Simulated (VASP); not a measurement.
Input of a VASP 6.6.1 run:

File INCAR:

```
SYSTEM = Hf2C
  ALGO = Normal
  EDIFF = 1E-6
  EDIFFG = -0.05
  ENCUT = 600
  GGA = PS
  IBRION = 2
  ISIF = 3
  ISMEAR = 0
  LASPH = .True.
  LCHARG = .False.
  LREAL = .False.
  LWAVE = .False.
  NELM = 100
  NSW = 80
  PREC = Accurate
  SIGMA = 0.1
```

File KPOINTS:

```
k-points
0
Gamma
  6 6 6
  0 0 0
```

File POSCAR:

```
Hf2C
1.0
   -3.0841310782      3.0841310782      2.4363689444
    3.0841310782     -3.0841310782      2.4363689444
    3.0841310782      3.0841310782     -2.4363689444
Hf C
4 2
Direct
    0.8432528485      0.6567471515      0.5000000000
    0.3432528485      0.8432528485      0.1865056970
    0.1567471515      0.3432528485      0.5000000000
    0.6567471515      0.1567471515      0.8134943030
    0.7500000000      0.7500000000      0.0000000000
    0.2500000000      0.2500000000      0.0000000000
```

Potentials or basis: VASP PAW PBE potentials, release 64 (Hf_pv, C).

Command:

```console
$ cat potpaw_PBE.64/Hf_pv/POTCAR potpaw_PBE.64/C/POTCAR > POTCAR
$ mpirun -np 1 vasp_std > vasp.out
```

(1) Predict the band gap on the k mesh.

(2) Estimate the relaxed cell.

Answers

(1) zero (bands 24 and 25 overlap by 0.86 eV).

(2) a = 4.829 Å, b = 4.829 Å, c = 4.829 Å, α = 105.91°, β = 105.91°, γ = 116.85°.

Caveat: spin-orbit coupling is left out, which moves the levels of the heavy elements.
